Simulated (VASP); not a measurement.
# Tl3As2 (R-3m) in VASP: single point with PBE

Aim: the single point of Tl3As2 with PBE.

Program: VASP 6.6.1. These are calculated values, not measurements. Logs are shortened: lines on timing, memory, paths and dates and some standing lists are left out, and cuts for length are marked.

## 1. The cell of the first run

It takes space group R-3m (No. 166, trigonal). The conventional cell has a = 4.023 Å, b = 4.023 Å, c = 27.974 Å, α = 90.00°, β = 90.00°, γ = 120.00°. Within 3.9 Å of Tl (site symmetry -3m) lie 6 As at 2.98 Å. Tl (site symmetry 3m) has 3 As at 2.82 Å and 3 Tl at 3.34 Å within 3.7 Å. As (site symmetry 3m) has 6 Tl at 2.82 to 2.98 Å within 3.7 Å.

## 2. Single point, PBE

The input, INCAR:

```
SYSTEM = Tl3As2
  ALGO = Fast
  EDIFF = 1E-6
  ENCUT = 520
  GGA = PE
  ISIF = 2
  ISMEAR = 0
  LASPH = .TRUE.
  LCHARG = .FALSE.
  LREAL = .FALSE.
  LWAVE = .FALSE.
  NBANDS = 32
  NELM = 100
  PREC = Accurate
  SIGMA = 0.1
```

The input, KPOINTS:

```
k-points
0
G
  6 6 6
  0 0 0
```

The input, POSCAR:

```
Tl3As2
1.0
    2.0115433853      1.1613651149      9.3245239574
   -2.0115433853      1.1613651149      9.3245239574
    0.0000000000     -2.3227302299      9.3245239574
Tl As
3 2
Direct
    0.0000000000      0.0000000000      0.0000000000
    0.2095000000      0.2095000000      0.2095000000
    0.7905000000      0.7905000000      0.7905000000
    0.4000000000      0.4000000000      0.4000000000
    0.6000000000      0.6000000000      0.6000000000
```

Potentials or basis: VASP PAW PBE potentials, release 64 (Tl_d, As).

Run with:

```sh
$ cat potpaw_PBE.64/Tl_d/POTCAR potpaw_PBE.64/As/POTCAR > POTCAR
$ mpirun -np 1 vasp_std > vasp.out
```

OUTCAR:

```text
SYSTEM = Tl3As2
   EDIFF = 1E-6
   ENCUT = 520
   GGA = PE
   ISIF = 2
   ISMEAR = 0
   LASPH = .TRUE.
   LREAL = .FALSE.
   NELM = 100
   PREC = Accurate

 ion  position               nearest neighbor table
   1  0.000  0.000  0.000-   5 2.98   4 2.98   5 2.98   5 2.98   4 2.98   4 2.98
   2  0.209  0.209  0.209-   5 2.82   5 2.82   5 2.82   3 3.34   3 3.34   3 3.34
   3  0.791  0.791  0.791-   4 2.82   4 2.82   4 2.82   2 3.34   2 3.34   2 3.34
   4  0.400  0.400  0.400-   3 2.82   3 2.82   3 2.82   1 2.98   1 2.98   1 2.98
   5  0.600  0.600  0.600-   2 2.82   2 2.82   2 2.82   1 2.98   1 2.98   1 2.98

  LATTYP: Found a trigonal (rhomboedric) cell.
 ALAT       =     9.6094652688
 COS(alpha) =     0.9123624232

  Lattice vectors:

 A1 = (   2.0115433853,   1.1613651149,   9.3245239574)
 A2 = (  -2.0115433853,   1.1613651149,   9.3245239574)
 A3 = (   0.0000000000,  -2.3227302299,   9.3245239574)

Analysis of symmetry for initial positions (statically):
=====================================================================
 Subroutine PRICEL returns:
 Original cell was already a primitive cell.

 Routine SETGRP: Setting up the symmetry group for a
 trigonal (rhombohedral) supercell.

 Subroutine GETGRP returns: Found 12 space group operations
 (whereof 12 operations were pure point group operations)
 out of a pool of 12 trial point group operations.

The static configuration has the point symmetry D_3d.

Analysis of symmetry for dynamics (positions and initial velocities):
=====================================================================
 Subroutine PRICEL returns:
 Original cell was already a primitive cell.

 Routine SETGRP: Setting up the symmetry group for a
 trigonal (rhombohedral) supercell.

 Subroutine GETGRP returns: Found 12 space group operations
 (whereof 12 operations were pure point group operations)
 out of a pool of 12 trial point group operations.

The dynamic configuration has the point symmetry D_3d.

 Subroutine INISYM returns: Found 12 space group operations
 (whereof 12 operations are pure point group operations),
 and found     1 'primitive' translations

----------------------------------------------------------------------------------------

                                     Primitive cell

  volume of cell :     130.7002

  direct lattice vectors                    reciprocal lattice vectors
     2.011543385  1.161365115  9.324523957     0.248565357  0.143509276  0.035748027
    -2.011543385  1.161365115  9.324523957    -0.248565357  0.143509276  0.035748027
     0.000000000 -2.322730230  9.324523957     0.000000000 -0.287018552  0.035748027

  length of vectors
     9.609465269  9.609465269  9.609465269     0.289236185  0.289236185  0.289236185

  position of ions in fractional coordinates (direct lattice)
     0.000000000  0.000000000  0.000000000
     0.209500000  0.209500000  0.209500000
     0.790500000  0.790500000  0.790500000
     0.400000000  0.400000000  0.400000000
     0.600000000  0.600000000  0.600000000

  ion indices of the primitive-cell ions
   primitive index   ion index
                 1           1
                 2           2
                 3           3
                 4           4
                 5           5

----------------------------------------------------------------------------------------

 KPOINTS: k-points

Automatic generation of k-mesh.
 Grid dimensions read from file:
 generate k-points for:    6    6    6

 Generating k-lattice:

  Cartesian coordinates                     Fractional coordinates (reciprocal lattice)
     0.041427560  0.023918213  0.005958004     0.166666667  0.000000000  0.000000000
    -0.041427560  0.023918213  0.005958004     0.000000000  0.166666667  0.000000000
     0.000000000 -0.047836425  0.005958004    -0.000000000 -0.000000000  0.166666667

  Length of vectors
     0.048206031  0.048206031  0.048206031

  Shift w.r.t. Gamma in fractional coordinates (k-lattice)
     0.000000000  0.000000000  0.000000000

 Subroutine IBZKPT returns following result:
 ===========================================

 Found     32 irreducible k-points:

 Following reciprocal coordinates:
            Coordinates               Weight
  0.000000  0.000000  0.000000      1.000000
  0.166667  0.000000 -0.000000      6.000000
  0.333333  0.000000 -0.000000      6.000000
  0.500000  0.000000 -0.000000      3.000000
  0.166667  0.166667 -0.000000      6.000000
  0.333333  0.166667 -0.000000     12.000000
[... 16 lines left out ...]
  0.500000  0.500000  0.166667      6.000000
 -0.333333  0.500000  0.166667     12.000000
 [... further k-points ...]
   k-points           NKPTS =     32   k-points in BZ     NKDIM =     32   number of bands    NBANDS=     32
   number of dos      NEDOS =    301   number of ions     NIONS =      5
   total plane-waves  NPLWV = 373248
   dimension x,y,z NGX =    72 NGY =   72 NGZ =   72
   dimension x,y,z NGXF=   144 NGYF=  144 NGZF=  144
   ions per type =               3   2
   NGX,Y,Z   is equivalent  to a cutoff of  12.46, 12.46, 12.46 a.u.
   NGXF,Y,Z  is equivalent  to a cutoff of  24.91, 24.91, 24.91 a.u.
 SYSTEM =  Tl3As2
   PREC   = accura    normal or accurate (medium, high low for compatibility)
   ISTART =      0    job   : 0-new  1-cont  2-samecut
   ICHARG =      2    charge: 1-file 2-atom 10-const
   ISPIN  =      1    spin polarized calculation?
   LNONCOLLINEAR =      F non collinear calculations
   LSORBIT =      F    spin-orbit coupling
   LASPH  =      T    aspherical Exc in radial PAW
   ENCUT  =  520.0 eV  38.22 Ry    6.18 a.u.  17.87 17.87 17.87*2*pi/ulx,y,z
   NELM   =    100;   NELMIN=  2; NELMDL= -5     # of ELM steps
   EDIFF  = 0.1E-05   stopping-criterion for ELM
   LREAL  =      F    real-space projection
   EDIFFG = 0.1E-04   stopping-criterion for IOM
   NSW    =      0    number of steps for IOM
   IBRION =     -1    ionic relax: 0-MD 1-quasi-New 2-CG
   NFREE  =      0    steps in history (QN), initial steepest desc. (CG)
   ISIF   =      2    stress and relaxation
   ISYM   =      2    0-nonsym 1-usesym 2-fastsym
   POTIM  = 0.5000    time-step for ionic-motion
   TEBEG  =    0.0;   TEEND  =   0.0 temperature during run
   PSTRESS=    0.0 pullay stress
   NELECT =      49.0000    total number of electrons
   NUPDOWN=      -1.0000    fix difference up-down
   EMIN   =  10.00;   EMAX   =-10.00  energy-range for DOS
   EFERMI =   0.00;   METHOD = LEGACY
   ISMEAR =     0;   SIGMA  =   0.10  broadening in eV -4-tet -1-fermi 0-gaus
   EFERMI_NEDOS =   21; number of points for ismear=-14 and -15
   IALGO  =     68    algorithm
   IMIX   =      4    mixing-type and parameters
     AMIX     =   0.40;   BMIX     =  1.00
     AMIX_MAG =   1.60;   BMIX_MAG =  1.00
  volume/ion in A,a.u.               =      26.14       176.40
  Fermi-wavevector in a.u.,A,eV,Ry     =   1.180452  2.230730 18.959253  1.393466
  Thomas-Fermi vector in A             =   2.316744
   LORBIT       =      0    0 simple, 1 ext, 2 COOP (PROOUT), +10 PAW based schemes
   GGA     = PE    functional components
   LHFCALC =     F    Hartree Fock is set to
   AEXX    =    0.0000 exact exchange contribution
   IVDW    =     0    specifies the selected vdW correction
   LEPSILON=     F    determine dielectric tensor
   LRPA    =     F    only Hartree local field effects (RPA)
 non-spin polarized calculation
 RMM-DIIS sequential band-by-band and
 Gauss-broadening in eV      SIGMA  =   0.10
  energy-cutoff  :      520.00
  volume of cell :      130.70
 maximum number of plane-waves:      3545
   NGX = 35   NGY = 35   NGZ = 35

 number of electron      49.0000003 magnetization

 Free energy of the ion-electron system (eV)
  ---------------------------------------------------
  ext. energy  EPLUGINS =         0.00000000
  ---------------------------------------------------
  free energy    TOTEN  =       -15.06313653 eV

  energy without entropy =      -15.04741245  energy(sigma->0) =      -15.05527449

 E-fermi :   5.5676     XC(G=0):  -9.9878

 val. band max:        5.5633233824   @ k =   0.5000   0.3333   0.3333
 cond. band min:       5.5927697447   @ k =   0.5000   0.5000   0.3333
 fundamental gap:      0.0294463622
 Fermi energy:         5.5676424835

 k-point     1 :       0.0000    0.0000    0.0000
  band No.  band energies     occupation
      1      -6.5522      2.00000
      2      -5.9623      2.00000
      3      -5.9252      2.00000
      4      -5.9252      2.00000
      5      -5.7562      2.00000
      6      -5.7562      2.00000
[... 24 lines left out ...]
     31      10.3579      0.00000
     32      10.3579      0.00000

 k-point     2 :       0.1667    0.0000   -0.0000
  band No.  band energies     occupation
      1      -6.3900      2.00000
      2      -6.2969      2.00000
      3      -5.9081      2.00000
      4      -5.8185      2.00000
      5      -5.7754      2.00000
      6      -5.7491      2.00000
[... 24 lines left out ...]
     31      10.9888      0.00000
     32      11.8286      0.00000

 k-point     3 :       0.3333    0.0000   -0.0000
  band No.  band energies     occupation
      1      -6.5196      2.00000
      2      -6.2872      2.00000
      3      -5.9021      2.00000
      4      -5.8222      2.00000
      5      -5.7794      2.00000
      6      -5.6860      2.00000
[... 24 lines left out ...]
     31      10.6776      0.00000
     32      11.0768      0.00000

 k-point     4 :       0.5000    0.0000   -0.0000
  band No.  band energies     occupation
      1      -6.5840      2.00000
      2      -6.3227      2.00000
      3      -5.9121      2.00000
      4      -5.8329      2.00000
      5      -5.8076      2.00000
      6      -5.6972      2.00000
[... 654 lines left out ...]
     31      10.9867      0.00000
     32      11.2102      0.00000

 k-point    23 :       0.5000    0.5000    0.1667
  band No.  band energies     occupation
      1      -6.5173      2.00000
      2      -6.3046      2.00000
      3      -5.8985      2.00000
      4      -5.8533      2.00000
      5      -5.7822      2.00000
      6      -5.7008      2.00000
[... 24 lines left out ...]
     31      11.0346      0.00000
     32      11.7953      0.00000

 k-point    24 :      -0.3333    0.5000    0.1667
  band No.  band energies     occupation
      1      -6.5348      2.00000
      2      -6.3260      2.00000
      3      -5.8686      2.00000
      4      -5.8421      2.00000
      5      -5.7891      2.00000
      6      -5.7553      2.00000
[... 24 lines left out ...]
     31      10.6485      0.00000
     32      10.7698      0.00000

 [... further k-points ...]
[... 5 lines left out ...]
  --------------------------------------------------------------------------------------
  -------------------------------------------------------------------------------------
  Total        3.0021575      3.0021575      1.9506517      0.0000000     -0.0000000      0.0000000
  in kB       36.8017058     36.8017058     23.9119069      0.0000000     -0.0000000      0.0000000
  external PRESSURE =      32.5051062 kB  Pullay stress =       0.0000000 kB

 VOLUME and BASIS-vectors are now :
 -----------------------------------------------------------------------------
  energy-cutoff  :      520.00
  volume of cell :      130.70
      direct lattice vectors                 reciprocal lattice vectors
     2.011543385  1.161365115  9.324523957     0.248565357  0.143509276  0.035748027
    -2.011543385  1.161365115  9.324523957    -0.248565357  0.143509276  0.035748027
     0.000000000 -2.322730230  9.324523957     0.000000000 -0.287018552  0.035748027

 POSITION                                       TOTAL-FORCE (eV/Angst)
 -----------------------------------------------------------------------------------
      0.00000      0.00000      0.00000         0.000000     -0.000000      0.000000
      0.00000     -0.00000      5.86046         0.000000      0.000000     -0.308966
      0.00000     -0.00000     22.11311         0.000000     -0.000000      0.308966
      0.00000     -0.00000     11.18943         0.000000      0.000000     -0.354919
      0.00000     -0.00000     16.78414         0.000000     -0.000000      0.354919
 -----------------------------------------------------------------------------------
    total drift:                               -0.000000      0.000000     -0.000000

  FREE ENERGIE OF THE ION-ELECTRON SYSTEM (eV)
  ---------------------------------------------------
  free  energy   TOTEN  =       -15.0631365323 eV

  energy  without entropy=      -15.0474124540  energy(sigma->0) =      -15.05527449
```

Wall time 7 min (1 thread of Intel Xeon Platinum 8559C (Emerald Rapids), shared host); peak memory 0.78 GiB.

Results:

* Free energy: -15.0631 eV
* Pressure: 3.3 GPa
* Largest force: 0.355 eV/Å

Forces on the atoms (eV/Å):
```
Tl   0.000  0.000  0.000
Tl   0.000  0.000 -0.309
Tl   0.000  0.000  0.309
As   0.000  0.000 -0.355
As   0.000  0.000  0.355
```

Caveat: spin-orbit coupling is left out, which moves the levels of the heavy elements.
